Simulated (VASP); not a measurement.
# Be (P6_3/mmc) in VASP: a series of runs

Be is run at these levels: PBE; tasks: single point, relaxation of shape and atoms at fixed volume.

Program: VASP 6.6.1. These are calculated values, not measurements. Logs are shortened: lines on timing, memory, paths and dates and some standing lists are left out, and cuts for length are marked.

**1. The cell of the first run**

The structure is hexagonal, space group P6_3/mmc (No. 194). Conventional cell: a = 2.281 Å, b = 2.281 Å, c = 3.596 Å, α = 90.00°, β = 90.00°, γ = 120.00°. Be (site symmetry -6m2) has 12 Be at 2.23 to 2.28 Å within 2.9 Å.

**2. Single point, PBE**

INCAR reads:

```
PREC = Accurate
ENCUT = 520
EDIFF = 1E-6
ISMEAR = 0
SIGMA = 0.05
LREAL = False
LASPH = True
NELM = 60
ALGO = Normal
ISIF = 2
LWAVE = False
LCHARG = False
GGA = PE
NBANDS = 9
```

KPOINTS reads:

```
regular mesh
0
Gamma
  22 22 12
```

POSCAR reads:

```
Be
1.0
    2.2813944769      0.0000000000      0.0000000000
   -1.1406972384      1.9757455730      0.0000000000
    0.0000000000      0.0000000000      3.5964821002
Be
2
Direct
    0.3333333333      0.6666666667      0.2500000000
    0.6666666667      0.3333333333      0.7500000000
```

Potentials or basis: VASP PAW PBE potentials, release 64 (Be).

The run is started by

```
> cat potpaw_PBE.64/Be/POTCAR > POTCAR
> mpirun -np 1 vasp_std > vasp.out
```

OUTCAR:

```text
PREC = Accurate
   ENCUT = 520
   EDIFF = 1E-6
   ISMEAR = 0
   LREAL = False
   LASPH = True
   NELM = 60
   ISIF = 2
   GGA = PE

 ion  position               nearest neighbor table
   1  0.333  0.667  0.250-   2 2.23   2 2.23   2 2.23   2 2.23   2 2.23   2 2.23
   2  0.667  0.333  0.750-   1 2.23   1 2.23   1 2.23   1 2.23   1 2.23   1 2.23

  LATTYP: Found a hexagonal cell.
 ALAT       =     2.2813944769
 C/A-ratio  =     1.5764402591

  Lattice vectors:

 A1 = (   2.2813944769,   0.0000000000,   0.0000000000)
 A2 = (  -1.1406972384,   1.9757455730,   0.0000000000)
 A3 = (   0.0000000000,   0.0000000000,   3.5964821002)

Analysis of symmetry for initial positions (statically):
=====================================================================
 Subroutine PRICEL returns:
 Original cell was already a primitive cell.

 Routine SETGRP: Setting up the symmetry group for a
 hexagonal supercell.

 Subroutine GETGRP returns: Found 24 space group operations
 (whereof 12 operations were pure point group operations)
 out of a pool of 24 trial point group operations.

The static configuration has the point symmetry D_3d.
 The point group associated with its full space group is D_6h.

Analysis of symmetry for dynamics (positions and initial velocities):
=====================================================================
 Subroutine PRICEL returns:
 Original cell was already a primitive cell.

 Routine SETGRP: Setting up the symmetry group for a
 hexagonal supercell.

 Subroutine GETGRP returns: Found 24 space group operations
 (whereof 12 operations were pure point group operations)
 out of a pool of 24 trial point group operations.

The dynamic configuration has the point symmetry D_3d.
 The point group associated with its full space group is D_6h.

 Subroutine INISYM returns: Found 24 space group operations
 (whereof 12 operations are pure point group operations),
 and found     1 'primitive' translations

----------------------------------------------------------------------------------------

                                     Primitive cell

  volume of cell :      16.2110

  direct lattice vectors                    reciprocal lattice vectors
     2.281394477  0.000000000  0.000000000     0.438328404  0.253069022  0.000000000
    -1.140697238  1.975745573  0.000000000     0.000000000  0.506138044  0.000000000
     0.000000000  0.000000000  3.596482100     0.000000000  0.000000000  0.278049486

  length of vectors
     2.281394477  2.281394477  3.596482100     0.506138044  0.506138044  0.278049486

  position of ions in fractional coordinates (direct lattice)
     0.333333333  0.666666667  0.250000000
     0.666666667  0.333333333  0.750000000

  ion indices of the primitive-cell ions
   primitive index   ion index
                 1           1
                 2           2

----------------------------------------------------------------------------------------

 KPOINTS: regular mesh

Automatic generation of k-mesh.
 Grid dimensions read from file:
 generate k-points for:   22   22   12

 Generating k-lattice:

  Cartesian coordinates                     Fractional coordinates (reciprocal lattice)
     0.019924018  0.011503137  0.000000000     0.045454545  0.000000000  0.000000000
     0.000000000  0.023006275  0.000000000     0.000000000  0.045454545  0.000000000
     0.000000000  0.000000000  0.023170791     0.000000000  0.000000000  0.083333333

  Length of vectors
     0.023006275  0.023006275  0.023170791

  Shift w.r.t. Gamma in fractional coordinates (k-lattice)
     0.000000000  0.000000000  0.000000000

 Subroutine IBZKPT returns following result:
 ===========================================

 Found    364 irreducible k-points:

 Following reciprocal coordinates:
            Coordinates               Weight
  0.000000  0.000000  0.000000      1.000000
  0.045455 -0.000000  0.000000      6.000000
  0.090909 -0.000000  0.000000      6.000000
  0.136364 -0.000000  0.000000      6.000000
  0.181818  0.000000  0.000000      6.000000
  0.227273 -0.000000  0.000000      6.000000
[... 16 lines left out ...]
  0.090909  0.090909  0.000000      6.000000
  0.136364  0.090909  0.000000     12.000000
 [... further k-points ...]
   k-points           NKPTS =    364   k-points in BZ     NKDIM =    364   number of bands    NBANDS=      9
   number of dos      NEDOS =    301   number of ions     NIONS =      2
   total plane-waves  NPLWV =   9072
   dimension x,y,z NGX =    18 NGY =   18 NGZ =   28
   dimension x,y,z NGXF=    36 NGYF=   36 NGZF=   56
   ions per type =               2
   NGX,Y,Z   is equivalent  to a cutoff of  13.12, 13.12, 12.94 a.u.
   NGXF,Y,Z  is equivalent  to a cutoff of  26.23, 26.23, 25.89 a.u.
 SYSTEM =  unknown system
   PREC   = accura    normal or accurate (medium, high low for compatibility)
   ISTART =      0    job   : 0-new  1-cont  2-samecut
   ICHARG =      2    charge: 1-file 2-atom 10-const
   ISPIN  =      1    spin polarized calculation?
   LNONCOLLINEAR =      F non collinear calculations
   LSORBIT =      F    spin-orbit coupling
   LASPH  =      T    aspherical Exc in radial PAW
   ENCUT  =  520.0 eV  38.22 Ry    6.18 a.u.   4.24  4.24  6.69*2*pi/ulx,y,z
   NELM   =     60;   NELMIN=  2; NELMDL= -5     # of ELM steps
   EDIFF  = 0.1E-05   stopping-criterion for ELM
   LREAL  =      F    real-space projection
   EDIFFG = 0.1E-04   stopping-criterion for IOM
   NSW    =      0    number of steps for IOM
   IBRION =     -1    ionic relax: 0-MD 1-quasi-New 2-CG
   NFREE  =      0    steps in history (QN), initial steepest desc. (CG)
   ISIF   =      2    stress and relaxation
   ISYM   =      2    0-nonsym 1-usesym 2-fastsym
   POTIM  = 0.5000    time-step for ionic-motion
   TEBEG  =    0.0;   TEEND  =   0.0 temperature during run
   PSTRESS=    0.0 pullay stress
   NELECT =       4.0000    total number of electrons
   NUPDOWN=      -1.0000    fix difference up-down
   EMIN   =  10.00;   EMAX   =-10.00  energy-range for DOS
   EFERMI =   0.00;   METHOD = LEGACY
   ISMEAR =     0;   SIGMA  =   0.05  broadening in eV -4-tet -1-fermi 0-gaus
   EFERMI_NEDOS =   21; number of points for ismear=-14 and -15
   IALGO  =     38    algorithm
   IMIX   =      4    mixing-type and parameters
     AMIX     =   0.40;   BMIX     =  1.00
     AMIX_MAG =   1.60;   BMIX_MAG =  1.00
  volume/ion in A,a.u.               =       8.11        54.70
  Fermi-wavevector in a.u.,A,eV,Ry     =   1.026814  1.940397 14.345258  1.054347
  Thomas-Fermi vector in A             =   2.160726
   LORBIT       =      0    0 simple, 1 ext, 2 COOP (PROOUT), +10 PAW based schemes
   GGA     = PE    functional components
   LHFCALC =     F    Hartree Fock is set to
   AEXX    =    0.0000 exact exchange contribution
   IVDW    =     0    specifies the selected vdW correction
   LEPSILON=     F    determine dielectric tensor
   LRPA    =     F    only Hartree local field effects (RPA)
 non-spin polarized calculation
 Gauss-broadening in eV      SIGMA  =   0.05
  energy-cutoff  :      520.00
  volume of cell :       16.21
 maximum number of plane-waves:       454
 NGX is ok and might be reduce to    18

 number of electron       4.0000000 magnetization

 Free energy of the ion-electron system (eV)
  ---------------------------------------------------
  ext. energy  EPLUGINS =         0.00000000
  ---------------------------------------------------
  free energy    TOTEN  =        -7.53132949 eV

  energy without entropy =       -7.53118331  energy(sigma->0) =       -7.53125640

 E-fermi :   7.0111     XC(G=0): -10.5241

 val. band max:        6.9899893018   @ k =   0.2727   0.2727   0.0833
 cond. band min:       7.0668073863   @ k =   0.2273   0.1818   0.0000
 fundamental gap:      0.0768180845
 Fermi energy:         7.0110798701

 k-point     1 :       0.0000    0.0000    0.0000
  band No.  band energies     occupation
      1      -4.3918      2.00000
      2       2.4595      2.00000
      3       7.8323      0.00000
      4      22.5310      0.00000
      5      22.5310      0.00000
      6      25.3221      0.00000
      7      25.3221      0.00000
      8      27.3033      0.00000
      9      33.5355      0.00000

 k-point     2 :       0.0455   -0.0000    0.0000
  band No.  band energies     occupation
      1      -4.3329      2.00000
      2       2.5361      2.00000
      3       7.8514      0.00000
      4      22.0344      0.00000
      5      22.1492      0.00000
      6      25.3258      0.00000
      7      25.5312      0.00000
      8      27.1985      0.00000
      9      32.4293      0.00000

 k-point     3 :       0.0909   -0.0000    0.0000
  band No.  band energies     occupation
      1      -4.1561      2.00000
      2       2.7657      2.00000
      3       7.9064      0.00000
      4      20.7542      0.00000
      5      21.3141      0.00000
      6      25.2943      0.00000
      7      25.8236      0.00000
      8      26.8472      0.00000
      9      30.7625      0.00000

 k-point     4 :       0.1364   -0.0000    0.0000
  band No.  band energies     occupation
      1      -3.8612      2.00000
      2       3.1479      2.00000
      3       7.9881      0.00000
      4      19.0623      0.00000
      5      20.3622      0.00000
      6      25.1542      0.00000
      7      25.8636      0.00000
      8      26.1459      0.00000
      9      28.9805      0.00000

 k-point     5 :       0.1818    0.0000    0.0000
  band No.  band energies     occupation
      1      -3.4482      2.00000
      2       3.6818      2.00000
      3       8.0740      0.00000
      4      17.2491      0.00000
      5      19.4312      0.00000
      6      24.7334      0.00000
      7      24.9829      0.00000
      8      25.6265      0.00000
      9      27.4252      0.00000

 k-point     6 :       0.2273   -0.0000    0.0000
  band No.  band energies     occupation
      1      -2.9173      2.00000
      2       4.3657      2.00000
      3       8.1115      0.00000
      4      15.5225      0.00000
      5      18.5787      0.00000
      6      23.3719      0.00000
      7      23.7094      0.00000
      8      25.2244      0.00000
      9      26.5308      0.00000
[... 169 lines left out ...]
 k-point    21 :       0.4091    0.0455    0.0000
  band No.  band energies     occupation
      1       0.8715      2.00000
      2       4.9957      2.00000
      3       9.1616      0.00000
      4      12.9944      0.00000
      5      14.8552      0.00000
      6      15.4009      0.00000
      7      18.1847      0.00000
      8      23.4514      0.00000
      9      26.3927      0.00000

 k-point    22 :       0.4545    0.0455    0.0000
  band No.  band energies     occupation
      1       1.7768      2.00000
      2       3.9643      2.00000
      3      10.2440      0.00000
      4      13.3373      0.00000
      5      13.5083      0.00000
      6      14.9845      0.00000
      7      17.7237      0.00000
      8      23.3393      0.00000
      9      26.3878      0.00000

 k-point    23 :       0.0909    0.0909    0.0000
  band No.  band energies     occupation
      1      -3.6841      2.00000
      2       3.3769      2.00000
      3       8.0371      0.00000
      4      18.6922      0.00000
      5      19.2019      0.00000
      6      25.1863      0.00000
      7      25.5546      0.00000
      8      25.7522      0.00000
      9      29.6331      0.00000

 k-point    24 :       0.1364    0.0909    0.0000
  band No.  band energies     occupation
      1      -3.2706      2.00000
      2       3.9102      2.00000
      3       8.1258      0.00000
      4      17.0185      0.00000
      5      18.2304      0.00000
      6      24.6803      0.00000
      7      24.7242      0.00000
      8      25.0770      0.00000
      9      28.9280      0.00000

 [... further k-points ...]
[... 5 lines left out ...]
  --------------------------------------------------------------------------------------
  -------------------------------------------------------------------------------------
  Total       -0.2877061     -0.2877061     -0.2806393     -0.0000000      0.0000000      0.0000000
  in kB      -28.4348151    -28.4348151    -27.7363752     -0.0000000      0.0000000      0.0000000
  external PRESSURE =     -28.2020018 kB  Pullay stress =       0.0000000 kB

 VOLUME and BASIS-vectors are now :
 -----------------------------------------------------------------------------
  energy-cutoff  :      520.00
  volume of cell :       16.21
      direct lattice vectors                 reciprocal lattice vectors
     2.281394477  0.000000000  0.000000000     0.438328404  0.253069022  0.000000000
    -1.140697238  1.975745573  0.000000000     0.000000000  0.506138044  0.000000000
     0.000000000  0.000000000  3.596482100     0.000000000  0.000000000  0.278049486

 POSITION                                       TOTAL-FORCE (eV/Angst)
 -----------------------------------------------------------------------------------
     -0.00000      1.31716      0.89912         0.000000     -0.000000      0.000000
      1.14070      0.65858      2.69736        -0.000000      0.000000      0.000000
 -----------------------------------------------------------------------------------
    total drift:                                0.000000     -0.000000      0.000000

  FREE ENERGIE OF THE ION-ELECTRON SYSTEM (eV)
  ---------------------------------------------------
  free  energy   TOTEN  =        -7.5313294940 eV

  energy  without entropy=       -7.5311833140  energy(sigma->0) =       -7.53125640
```

Run time: 37 s. Hardware: 1 thread of Intel Xeon 8259CL, shared host; peak memory 0.16 GiB.

Results:

* Free energy: -7.5313 eV
* Pressure: -2.8 GPa
* Band gap on the k mesh: zero (bands 2 and 3 overlap by 1.91 eV)

**3. Single point, PBE**

This run uses another cell than the first one: it holds 16 atoms, not 2.

INCAR reads:

```
SYSTEM = Be
ALGO = Fast
EDIFF = 1E-6
ENCUT = 520
GGA = PE
ISIF = 2
ISMEAR = -1
LASPH = .True.
LCHARG = .False.
LREAL = Auto
LWAVE = .False.
NBANDS = 30
NELM = 80
PREC = Accurate
SIGMA = 0.05
```

KPOINTS reads:

```
k-points
0
Gamma
  8 8 4
  0 0 0
```

POSCAR reads:

```
Be
1.0
    4.5627889537      0.0000000000      0.0000000000
   -2.2813944769      3.9514911460      0.0000000000
    0.0000000000      0.0000000000      7.1929642005
Be
16
Direct
    0.1666666667      0.3333333333      0.1250000000
    0.3333333333      0.1666666667      0.3750000000
    0.1666666667      0.3333333333      0.6250000000
    0.3333333333      0.1666666667      0.8750000000
    0.1666666667      0.8333333333      0.1250000000
    0.3333333333      0.6666666667      0.3750000000
    0.1666666667      0.8333333333      0.6250000000
    0.3333333333      0.6666666667      0.8750000000
    0.6666666667      0.3333333333      0.1250000000
    0.8333333333      0.1666666667      0.3750000000
    0.6666666667      0.3333333333      0.6250000000
    0.8333333333      0.1666666667      0.8750000000
    0.6666666667      0.8333333333      0.1250000000
    0.8333333333      0.6666666667      0.3750000000
    0.6666666667      0.8333333333      0.6250000000
    0.8333333333      0.6666666667      0.8750000000
```

Potentials or basis: VASP PAW PBE potentials, release 64 (Be).

The run is started by

```
> cat potpaw_PBE.64/Be/POTCAR > POTCAR
> mpirun -np 1 vasp_std > vasp.out
```

Run time: 4.9 min. Hardware: 1 thread of Intel Xeon 8259CL, shared host; peak memory 0.28 GiB.

The run converged. Its results:

* Free energy: -60.2778 eV
* Pressure: -2.8 GPa
* Band gap on the k mesh: zero (bands 16 and 17 overlap by 1.50 eV)

Stress tensor (GPa, compression positive):
```
-2.13  0.00  0.00
 0.00 -2.13  0.00
 0.00  0.00 -4.15
```

Levels at points of the mesh, in eV from the Fermi level:
```tsv
k point	band 12	band 13	band 14	band 15	band 16	band 17	band 18	band 19	band 20	band 21
(0.00, 0.00, 0.00)	-3.49	-3.49	-3.05	-3.05	-3.05	1.07	1.56	1.56	1.56	1.56
(0.50, 0.00, 0.00)	-3.78	-2.00	-2.00	0.86	0.86	1.32	1.32	1.93	1.93	2.47
(0.00, 0.00, 0.50)	-3.04	-3.04	-3.04	-3.04	-3.04	2.47	2.47	2.47	2.47	2.47
(0.50, 0.00, 0.50)	-4.56	-1.43	-1.43	-1.43	-1.43	2.36	2.36	2.36	2.36	4.23
```

**4. Relaxation of shape and atoms at fixed volume, PBE**

INCAR reads:

```
ALGO = Fast
EDIFF = 1E-6
EDIFFG = -0.01
ENCUT = 600
GGA = PE
IBRION = 2
ISIF = 4
ISMEAR = 0
LASPH = T
LCHARG = F
LREAL = F
LWAVE = F
NELM = 80
NSW = 60
PREC = Accurate
SIGMA = 0.05
```

KPOINTS reads:

```
k-points
0
Gamma
  22 22 12
```

POSCAR reads:

```
Be
1.0
    2.2853000000      0.0000000000      0.0000000000
   -1.1426500000      1.9791278553      0.0000000000
    0.0000000000      0.0000000000      3.5842000000
Be
2
Direct
    0.3333333333      0.6666666667      0.2500000000
    0.6666666667      0.3333333333      0.7500000000
```

The run is started by

```
> cat potpaw_PBE.64/Be/POTCAR > POTCAR
> mpirun -np 1 vasp_std > vasp.out
```

It took 53 s on 1 thread of Intel Xeon 8259CL, shared host; peak memory 0.16 GiB.

Results (log left out):

```yaml
Free_energy: -7.5313 eV
Energy_gained_by_relaxing: 0.2 meV/atom
Ionic_steps: 2
Pressure_after_relaxing: -2.8 GPa
Band_gap_on_the_k_mesh: zero (bands 2 and 3 overlap by 1.91 eV)
```

Stress tensor (GPa, compression positive):
```
-2.90  0.00  0.00
 0.00 -2.90  0.00
 0.00  0.00 -2.63
```

The path:
```
step  energy change (eV)  largest force (eV/Å)  pressure (GPa)  volume (Å³)
   1              0.0000                0.0000           -2.76        16.21
   2             -0.0003                0.0000           -2.81        16.21
```

Final structure:
```
Be
1.0
     2.28184    0.00000    0.00000
    -1.14092    1.97613    0.00000
     0.00000    0.00000    3.59508
Be
2
Cartesian
  0.0000 1.3174 0.8988
  1.1409 0.6587 2.6963
```

Levels at points of the mesh, in eV from the Fermi level:
| k point | band 1 | band 2 | band 3 | band 4 | band 5 | band 6 |
| --- | --- | --- | --- | --- | --- | --- |
| (0.00, 0.00, 0.00) | -11.40 | -4.55 | 0.83 | 15.51 | 15.51 | 18.30 |
| (0.50, 0.00, 0.00) | -5.10 | -3.30 | 3.39 | 6.22 | 6.40 | 9.06 |
| (0.00, 0.00, 0.50) | -9.26 | -9.26 | 10.30 | 10.30 | 17.12 | 17.12 |
| (0.50, 0.00, 0.50) | -3.74 | -3.74 | 1.31 | 1.31 | 11.62 | 11.62 |

**5. Overview**

| task | cell | k mesh | cutoff (eV) | smearing | gap on the mesh (eV) | pressure (GPa) |
| --- | --- | --- | --- | --- | --- | --- |
| single point | a = 2.281, b = 2.281, c = 3.596 Å, angles 90.0, 90.0, 120.0°, 2 atoms, atomic positions A | 22 × 22 × 12 | 520 | gaussian 0.05 eV | none | -2.8 |
| single point | a = 4.563, b = 4.563, c = 7.193 Å, angles 90.0, 90.0, 120.0°, 16 atoms, atomic positions B | 8 × 8 × 4 | 520 | fermi-dirac 0.05 eV | none | -2.8 |
| relaxation of shape and atoms at fixed volume | relaxed from a = 2.285, b = 2.285, c = 3.584 Å, angles 90.0, 90.0, 120.0°, 2 atoms, atomic positions A | 22 × 22 × 12 | 600 | gaussian 0.05 eV | none | -2.8 |

Alike in all rows: level PBE; potentials or basis VASP PAW PBE potentials, release 64 (Be); no spin polarisation.

Absolute energies hang on the potentials; compare differences alone.
